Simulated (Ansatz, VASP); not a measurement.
## One calculation of Sb, two programs

```xyz
1
Lattice="0.1734 2.3885 2.4959 2.4173 0.0647 2.6045 2.3205 2.4004 0.1615" Properties=species:S:1:pos:R:3 pbc="T T T"
Sb    0.0000    0.0000    0.0000
```

Alike in both runs: functional PBE0; k mesh 6 × 6 × 6; occupations fermi-dirac, width 0.05 eV; no spin polarisation.

|  | VASP | Ansatz |
| --- | --- | --- |
| version | VASP 6.6.1 | Ansatz 0.2.0 |
| potentials or method | VASP PAW PBE potentials, release 64 (Sb) | Ansatz PAW |
| plane-wave cutoff (eV) | 520 | 420 |
| valence electrons in the cell | 5 | 15 |
| task | single point | projected density of states |

|  | VASP | Ansatz | Ansatz less VASP |
| --- | --- | --- | --- |
| gap on the k mesh at the Fermi level (eV) | none | none | - |
| pressure (GPa) | -0.6 | 0.6 | +1.23 |
| traceless stress, the component that is largest in VASP (GPa) | -4.30 | -4.33 | -0.033 |

A gap of «none» marks a metal or a gap that the smearing closes. VASP's potentials hold 5 valence electrons a cell and Ansatz's 15, so a difference there can come from the potentials and not from the codes.

The k mesh is coarse, so the values compare programs but aren't converged. Spin-orbit coupling is off throughout.
